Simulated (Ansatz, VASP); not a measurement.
One calculation of Mg2Sn, two programs

```
Mg Sn
1.0
     0.00000    3.38069    3.38069
     3.38069    0.00000    3.38069
     3.38069    3.38069    0.00000
Mg Sn
2 1
Direct
  0.25000 0.25000 0.25000
  0.75000 0.75000 0.75000
  0.00000 0.00000 0.00000
```

Alike in both runs: functional r2SCAN; k mesh 10 × 10 × 10; occupations gaussian, width 0.01 eV; no spin polarisation.

Ansatz relaxed the structure, and its values are those at the end. VASP's run is a single point on that final structure, the one shown.

|  | VASP | Ansatz |
| --- | --- | --- |
| version | VASP 6.6.1 | Ansatz 0.2.0 |
| potentials or method | VASP PAW PBE potentials, release 64 (Mg, Sn_d), cutoff 660 eV | scalar-relativistic, plane waves, PAW |
| valence electrons in the cell | 18 | 34 |

```csv
,VASP,Ansatz,Ansatz less VASP
gap on the k mesh at the Fermi level (eV),0.17,0.20,+0.022
least direct gap on the mesh (eV),1.99,2.01,+0.017
pressure (GPa),-0.2,0.0,+0.18
```

VASP's potentials were made for PBE, not for r2SCAN. With one functional, cell and mesh, what is left measures potentials, basis and numerics. VASP's potentials hold 18 valence electrons a cell and Ansatz's 34, so a difference there can come from the potentials and not from the codes.
